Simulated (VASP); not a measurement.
Here is a VASP 6.6.1 calculation.

File POSCAR:

```
SrCl2
1.0
    2.0857437514      1.2042047163      6.1350485022
   -2.0857437514      1.2042047163      6.1350485022
    0.0000000000     -2.4084094327      6.1350485022
Sr Cl
1 2
Direct
    0.0002014272      0.0002014272      0.0002014272
    0.4227725646      0.4227725646      0.4227725646
    0.2436926748      0.2436926748      0.2436926748
```

File INCAR.step1:

```
PREC     = Accurate       # precision mode
ENCUT    = 520            # plane-wave cutoff, eV
ISMEAR   = 1              # smearing method
SIGMA    = 0.5            # smearing width, eV
LREAL    = False          # projectors in reciprocal space
LASPH    = True           # aspherical terms in the spheres
NELM     = 100            # most SCF steps
NBANDS   = 19             # bands
GGA      = PE             # functional
ALGO     = Normal         # electronic algorithm
EDIFF    = 1E-4           # SCF threshold, eV
LWAVE    = True           # write WAVECAR
LCHARG   = False          # write CHGCAR
```

File INCAR.step2:

```
PREC     = Accurate       # precision mode
ENCUT    = 520            # plane-wave cutoff, eV
EDIFF    = 1E-6           # SCF threshold, eV
ISMEAR   = 1              # smearing method
SIGMA    = 0.5            # smearing width, eV
LREAL    = False          # projectors in reciprocal space
LASPH    = True           # aspherical terms in the spheres
NELM     = 100            # most SCF steps
ALGO     = Normal         # electronic algorithm
ISIF     = 2              # what is computed and relaxed
LWAVE    = False          # write WAVECAR
LCHARG   = False          # write CHGCAR
METAGGA  = R2SCAN         # meta-GGA
LMIXTAU  = True         
NBANDS   = 19             # bands
ISTART   = 1
```

The input KPOINTS:

```
regular mesh
0
Gamma
  6 6 6
```

Potentials or basis: VASP PAW PBE potentials, release 64 (Sr_sv, Cl).

Run with:

```console
$ cat potpaw_PBE.64/Sr_sv/POTCAR potpaw_PBE.64/Cl/POTCAR > POTCAR
$ cp INCAR.step1 INCAR
$ mpirun -np 1 vasp_std > vasp.out
$ cp INCAR.step2 INCAR
$ mpirun -np 1 vasp_std > vasp.out
```

Task: Estimate the pressure.

Result: 0.6 GPa.

Task: What does it give for the band gap on the k mesh?

Result: 4.89 eV, direct.

Stress tensor (GPa, compression positive):
```
0.67 0.00 0.00
0.00 0.67 0.00
0.00 0.00 0.50
```

Caveat: the PAW data sets were made with another functional, which shifts forces and pressure a little. r2SCAN opens gaps a little over a GGA but as a rule still falls short of measured ones.
